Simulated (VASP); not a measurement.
# Ti4H in VASP: relaxation of the atoms with PBEsol

Aim: the relaxation of the atoms of Ti4H with PBEsol.

Everything below comes from runs of VASP 6.6.1. Logs are shortened: lines on timing, memory, paths and dates and some standing lists are left out, and cuts for length are marked.

## (1) The cell of the first run

The cell holds a slab with vacuum, 5 atoms: a = 2.868 Å, b = 2.868 Å, c = 25.084 Å, α = 90.00°, β = 90.00°, γ = 90.00°.

## (2) Relaxation of the atoms, PBEsol

Contents of INCAR:

```
SYSTEM = Ti4H
PREC     = Accurate       ! precision mode
ENCUT    = 450            ! plane-wave cutoff, eV
EDIFF    = 1E-7           ! SCF threshold, eV
ISMEAR   = 0              ! smearing method
SIGMA    = 0.1            ! smearing width, eV
LREAL    = .False.        ! projectors in reciprocal space
LASPH    = .True.         ! aspherical terms in the spheres
NELM     = 120            ! most SCF steps
ALGO     = Normal         ! electronic algorithm
ISIF     = 2              ! what is computed and relaxed
LWAVE    = .False.        ! write WAVECAR
LCHARG   = .False.        ! write CHGCAR
LDIPOL   = .True.       
IDIPOL   = 3            
DIPOL    = 0.5 0.5 0.500
GGA      = PS             ! functional
IBRION   = 2              ! ionic algorithm
NSW      = 90             ! ionic steps
EDIFFG   = -0.03          ! ionic threshold
GGA_COMPAT= .False.      
NELMIN   = 4            
NELMDL   = -8
```

Contents of KPOINTS:

```
Automatic mesh
0
Gamma
  10 10 1
  0 0 0
```

Contents of POSCAR:

```
Ti4H
1.0
    2.8679135955      0.0000000000      0.0000000000
    0.0000000000      2.8679135955      0.0000000000
    0.0000000000      0.0000000000     25.0837634538
Ti H
4 1
Selective dynamics
Direct
    0.5000000000      0.5000000000      0.3388646212  F F F
    0.0000000000      0.0000000000      0.4197105897  F F F
    0.5000000000      0.5000000000      0.5045747371  T T T
    0.0000000000      0.0000000000      0.5792204719  T T T
    0.0000000000      0.0000000000      0.6557640098  T T T
```

Potentials or basis: VASP PAW PBE potentials, release 64 (Ti_sv, H).

Run with:

```console
$ cat potpaw_PBE.64/Ti_sv/POTCAR potpaw_PBE.64/H/POTCAR > POTCAR
$ mpirun -np 1 vasp_std > vasp.out
```

OUTCAR:

```text
SYSTEM = Ti4H
   PREC = Accurate
   ENCUT = 450
   EDIFF = 1E-7
   ISMEAR = 0
   LREAL = .False.
   LASPH = .True.
   NELM = 120
   ISIF = 2
   GGA = PS
   IBRION = 2
   NSW = 90
   EDIFFG = -0.03
   NELMIN = 4
   NELMDL = -8

 ion  position               nearest neighbor table
   1  0.500  0.500  0.339-   2 2.87   2 2.87   2 2.87   2 2.87
   2  0.000  0.000  0.420-   1 2.87   1 2.87   1 2.87   1 2.87
   3  0.500  0.500  0.505-   4 2.76   4 2.76   4 2.76   4 2.76
   4  0.000  0.000  0.579-   3 2.76   3 2.76   3 2.76   3 2.76
   5  0.000  0.000  0.656-

  LATTYP: Found a simple tetragonal cell.
 ALAT       =     2.8679135955
 C/A-ratio  =     8.7463455988

  Lattice vectors:

 A1 = (   2.8679135955,   0.0000000000,   0.0000000000)
 A2 = (   0.0000000000,   2.8679135955,   0.0000000000)
 A3 = (   0.0000000000,   0.0000000000,  25.0837634538)

Analysis of symmetry for initial positions (statically):
=====================================================================
 Subroutine PRICEL returns:
 Original cell was already a primitive cell.

 Routine SETGRP: Setting up the symmetry group for a
 simple tetragonal supercell.

 Subroutine GETGRP returns: Found  8 space group operations
 (whereof  8 operations were pure point group operations)
 out of a pool of 16 trial point group operations.

The static configuration has the point symmetry C_4v.

Analysis of symmetry for dynamics (positions and initial velocities):
=====================================================================
 Subroutine PRICEL returns:
 Original cell was already a primitive cell.

 Routine SETGRP: Setting up the symmetry group for a
 simple tetragonal supercell.

 Subroutine GETGRP returns: Found  8 space group operations
 (whereof  8 operations were pure point group operations)
 out of a pool of 16 trial point group operations.

The dynamic configuration has the point symmetry C_4v.

Analysis of constrained symmetry for selective dynamics:
=====================================================================
 Subroutine PRICEL returns:
 Original cell was already a primitive cell.

 Routine SETGRP: Setting up the symmetry group for a
 simple tetragonal supercell.

 Subroutine GETGRP returns: Found  8 space group operations
 (whereof  8 operations were pure point group operations)
 out of a pool of 16 trial point group operations.

The constrained configuration has the point symmetry C_4v.

 Subroutine INISYM returns: Found  8 space group operations
 (whereof  8 operations are pure point group operations),
 and found     1 'primitive' translations

----------------------------------------------------------------------------------------

                                     Primitive cell

  volume of cell :     206.3122

  direct lattice vectors                    reciprocal lattice vectors
     2.867913596  0.000000000  0.000000000     0.348685540  0.000000000  0.000000000
     0.000000000  2.867913596  0.000000000     0.000000000  0.348685540  0.000000000
     0.000000000  0.000000000 25.083763454     0.000000000  0.000000000  0.039866426

  length of vectors
     2.867913596  2.867913596 25.083763454     0.348685540  0.348685540  0.039866426

  position of ions in fractional coordinates (direct lattice)
     0.500000000  0.500000000  0.338864621
     0.000000000  0.000000000  0.419710590
     0.500000000  0.500000000  0.504574737
     0.000000000  0.000000000  0.579220472
     0.000000000  0.000000000  0.655764010

  ion indices of the primitive-cell ions
   primitive index   ion index
                 1           1
                 2           2
                 3           3
                 4           4
                 5           5

----------------------------------------------------------------------------------------

 KPOINTS: Automatic mesh

Automatic generation of k-mesh.
 Grid dimensions read from file:
 generate k-points for:   10   10    1

 Generating k-lattice:

  Cartesian coordinates                     Fractional coordinates (reciprocal lattice)
     0.034868554  0.000000000  0.000000000     0.100000000  0.000000000  0.000000000
     0.000000000  0.034868554  0.000000000     0.000000000  0.100000000  0.000000000
     0.000000000  0.000000000  0.039866426     0.000000000  0.000000000  1.000000000

  Length of vectors
     0.034868554  0.034868554  0.039866426

  Shift w.r.t. Gamma in fractional coordinates (k-lattice)
     0.000000000  0.000000000  0.000000000

 Subroutine IBZKPT returns following result:
 ===========================================

 Found     21 irreducible k-points:

 Following reciprocal coordinates:
            Coordinates               Weight
  0.000000  0.000000  0.000000      1.000000
  0.100000  0.000000  0.000000      4.000000
  0.200000  0.000000  0.000000      4.000000
  0.300000  0.000000  0.000000      4.000000
  0.400000  0.000000  0.000000      4.000000
  0.500000  0.000000  0.000000      2.000000
[... 13 lines left out ...]
  0.500000  0.400000  0.000000      4.000000
  0.500000  0.500000  0.000000      1.000000
   k-points           NKPTS =     21   k-points in BZ     NKDIM =     21   number of bands    NBANDS=     29
   number of dos      NEDOS =    301   number of ions     NIONS =      5
   total plane-waves  NPLWV =  72000
   dimension x,y,z NGX =    20 NGY =   20 NGZ =  180
   dimension x,y,z NGXF=    40 NGYF=   40 NGZF=  360
   ions per type =               4   1
   NGX,Y,Z   is equivalent  to a cutoff of  11.59, 11.59, 11.93 a.u.
   NGXF,Y,Z  is equivalent  to a cutoff of  23.19, 23.19, 23.86 a.u.
 SYSTEM =  Ti4H
   PREC   = accura    normal or accurate (medium, high low for compatibility)
   ISTART =      0    job   : 0-new  1-cont  2-samecut
   ICHARG =      2    charge: 1-file 2-atom 10-const
   ISPIN  =      1    spin polarized calculation?
   LNONCOLLINEAR =      F non collinear calculations
   LSORBIT =      F    spin-orbit coupling
   LASPH  =      T    aspherical Exc in radial PAW
   ENCUT  =  450.0 eV  33.07 Ry    5.75 a.u.   4.96  4.96 43.39*2*pi/ulx,y,z
   NELM   =    120;   NELMIN=  4; NELMDL= -8     # of ELM steps
   EDIFF  = 0.1E-06   stopping-criterion for ELM
   LREAL  =      F    real-space projection
   EDIFFG = -.3E-01   stopping-criterion for IOM
   NSW    =     90    number of steps for IOM
   IBRION =      2    ionic relax: 0-MD 1-quasi-New 2-CG
   NFREE  =      1    steps in history (QN), initial steepest desc. (CG)
   ISIF   =      2    stress and relaxation
   ISYM   =      2    0-nonsym 1-usesym 2-fastsym
   POTIM  = 0.5000    time-step for ionic-motion
   TEBEG  =    0.0;   TEEND  =   0.0 temperature during run
   PSTRESS=    0.0 pullay stress
   NELECT =      49.0000    total number of electrons
   NUPDOWN=      -1.0000    fix difference up-down
   EMIN   =  10.00;   EMAX   =-10.00  energy-range for DOS
   EFERMI =   0.00;   METHOD = LEGACY
   ISMEAR =     0;   SIGMA  =   0.10  broadening in eV -4-tet -1-fermi 0-gaus
   EFERMI_NEDOS =   21; number of points for ismear=-14 and -15
   IALGO  =     38    algorithm
   IMIX   =      4    mixing-type and parameters
     AMIX     =   0.40;   BMIX     =  1.00
     AMIX_MAG =   1.60;   BMIX_MAG =  1.00
  volume/ion in A,a.u.               =      41.26       278.45
  Fermi-wavevector in a.u.,A,eV,Ry     =   1.013830  1.915861 13.984773  1.027852
  Thomas-Fermi vector in A             =   2.147022
   LORBIT       =      0    0 simple, 1 ext, 2 COOP (PROOUT), +10 PAW based schemes
   GGA     = PS    functional components
   LHFCALC =     F    Hartree Fock is set to
   AEXX    =    0.0000 exact exchange contribution
   IVDW    =     0    specifies the selected vdW correction
   LEPSILON=     F    determine dielectric tensor
   LRPA    =     F    only Hartree local field effects (RPA)
 conjugate gradient relaxation of ions
 non-spin polarized calculation
 Gauss-broadening in eV      SIGMA  =   0.10
  energy-cutoff  :      450.00
  volume of cell :      206.31
 maximum number of plane-waves:      4506
 NGX is ok and might be reduce to    20
   NGX =  9   NGY =  9   NGZ = 87

 dipolmoment           0.000000      0.000000     -0.194491 electrons x Angstroem

--------------------------------------- Ionic step        1  -------------------------------------------

 number of electron      49.0000002 magnetization

 Free energy of the ion-electron system (eV)
  ---------------------------------------------------
  ext. energy  EPLUGINS =         0.00000000
  ---------------------------------------------------
  free energy    TOTEN  =       -33.96627915 eV

  energy without entropy =      -33.92029090  energy(sigma->0) =      -33.94328502

------------------------ aborting loop because EDIFF is reached ----------------------------------------

  FORCE on cell =-STRESS in cart. coord.  units (eV):
  Direction    XX          YY          ZZ          XY          YZ          ZX
  --------------------------------------------------------------------------------------
  -------------------------------------------------------------------------------------
  Total       -2.5813450     -2.5813450     -2.6969740      0.0000000      0.0000000     -0.0000000
  in kB      -20.0461886    -20.0461886    -20.9441396      0.0000000      0.0000000     -0.0000000
  external PRESSURE =     -20.3455056 kB  Pullay stress =       0.0000000 kB
[... 258 lines left out ...]
  energy  without entropy=      -34.0302358259  energy(sigma->0) =      -34.05191326

--------------------------------------- Ionic step        8  -------------------------------------------

 number of electron      48.9999998 magnetization

 dipolmoment           0.000000      0.000000      0.128085 electrons x Angstroem

 Free energy of the ion-electron system (eV)
  ---------------------------------------------------
  ext. energy  EPLUGINS =         0.00000000
  ---------------------------------------------------
  free energy    TOTEN  =       -34.07360701 eV

  energy without entropy =      -34.03031769  energy(sigma->0) =      -34.05196235

 E-fermi :  -0.9010     XC(G=0):  -4.8576

 val. band max:       -0.9194816858   @ k =   0.0000   0.0000   0.0000
 cond. band min:      -0.8851686614   @ k =   0.1000   0.0000   0.0000
 fundamental gap:      0.0343130245
 Fermi energy:        -0.9009616659

 k-point     1 :       0.0000    0.0000    0.0000
  band No.  band energies     occupation
      1     -57.5393      2.00000
      2     -57.2934      2.00000
      3     -57.2540      2.00000
      4     -57.1308      2.00000
      5     -34.0485      2.00000
      6     -33.7454      2.00000
[... 661 lines left out ...]
     28       1.2746      0.00000
     29       1.6962      0.00000

------------------------ aborting loop because EDIFF is reached ----------------------------------------

 vacuum level on the upper side and lower side of the slab       (xc-potential included)         1.333        -1.417

  FORCE on cell =-STRESS in cart. coord.  units (eV):
  Direction    XX          YY          ZZ          XY          YZ          ZX
  --------------------------------------------------------------------------------------
  -------------------------------------------------------------------------------------
  Total       -2.6241394     -2.6241394     -1.8312628      0.0000000      0.0000000      0.0000000
  in kB      -20.3785213    -20.3785213    -14.2212061      0.0000000      0.0000000      0.0000000
  external PRESSURE =     -18.3260829 kB  Pullay stress =       0.0000000 kB

 VOLUME and BASIS-vectors are now :
 -----------------------------------------------------------------------------
  energy-cutoff  :      450.00
  volume of cell :      206.31
      direct lattice vectors                 reciprocal lattice vectors
     2.867913596  0.000000000  0.000000000     0.348685540  0.000000000  0.000000000
     0.000000000  2.867913596  0.000000000     0.000000000  0.348685540  0.000000000
     0.000000000  0.000000000 25.083763454     0.000000000  0.000000000  0.039866426
[... 11 lines left out ...]
  FREE ENERGIE OF THE ION-ELECTRON SYSTEM (eV)
  ---------------------------------------------------
  free  energy   TOTEN  =       -34.0736070110 eV

  energy  without entropy=      -34.0303176921  energy(sigma->0) =      -34.05196235

 reached required accuracy - stopping structural energy minimisation

 vacuum level on the upper side and lower side of the slab         6.051         3.236
```

It took 13 min on 1 thread of Intel Xeon Platinum 8488C (Sapphire Rapids), shared host; peak memory 0.31 GiB.

Results:

```yaml
Free_energy: -34.0736 eV
Energy_gained_by_relaxing: 21.5 meV/atom
Ionic_steps: 8
Band_gap_on_the_k_mesh: zero (an odd number of electrons rules out a gap without spin polarisation)
```

The path:
```csv
step,energy change (eV),largest force on free atoms (eV/Å),pressure (GPa)
1,0.0000,1.2942,-2.03
2,-0.0898,0.4823,-2.04
3,-0.1017,0.2212,-1.99
4,-0.1018,0.2087,-1.99
5,-0.1050,0.1355,-1.94
6,-0.1070,0.1030,-1.84
7,-0.1073,0.0357,-1.83
8,-0.1073,0.0267,-1.83
```

Final structure:
```
CELL_PARAMETERS angstrom
2.86791 0.00000 0.00000
0.00000 2.86791 0.00000
0.00000 0.00000 25.08376
ATOMIC_POSITIONS crystal
Ti 0.50000 0.50000 0.33886
Ti 0.00000 0.00000 0.41971
Ti 0.50000 0.50000 0.50472
Ti 0.00000 0.00000 0.58255
H 0.00000 0.00000 0.65208
```

Caveat: the PAW data sets were made with another functional, which shifts forces and pressure a little.

The gap in the log of VASP goes by the Fermi energy; the results here count the filled bands.